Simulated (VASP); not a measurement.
Runs of VASP 6.6.1 on AgCl. The structure is cubic, space group Fm-3m (No. 225). Conventional cell: a = 5.546 Å, b = 5.546 Å, c = 5.546 Å, α = 90.00°, β = 90.00°, γ = 90.00°. Ag (site symmetry m-3m) has 6 Cl at 2.77 Å within 3.7 Å. Within 3.7 Å of Cl (site symmetry m-3m) lie 6 Ag at 2.77 Å. 

| level | k mesh | smearing | grid for exact exchange (PRECFOCK) | share of exact exchange | screening parameter | gap on the mesh (eV) | pressure (GPa) |
| --- | --- | --- | --- | --- | --- | --- | --- |
| PBE-based global hybrid with 15 % exact exchange | 4 × 4 × 4 | gaussian 0.01 eV | Normal | 0.15 | - | 2.23 | (a) |
| PBE-based global hybrid with 100 % exact exchange | 4 × 4 × 4 | gaussian 0.01 eV | Normal | 1 | - | 10.26 | -0.5 |
| PBEsol | 6 × 6 × 6 | methfessel-paxton 0.001 eV | - | - | - | (b) | -2.7 |
| PBE-based screened hybrid with 75 % exact exchange | 4 × 4 × 4 | gaussian 0.01 eV | Normal | 0.75 | 0.2078 1/Å | (c) | 0.9 |

Alike in all rows: task single point; potentials or basis VASP PAW PBE potentials, release 64 (Ag, Cl); no spin polarisation; cell as given; cutoff (eV) 520.

Task: Fill in the values left out.

Result: (a) 1.3; (b) 0.73; (c) 5.62.

Caveats: some runs use coarse meshes; the PAW data sets were made with another functional, which shifts forces and pressure a little.

A k mesh can miss the band edges, and the runs leave out spin-orbit coupling on Ag.
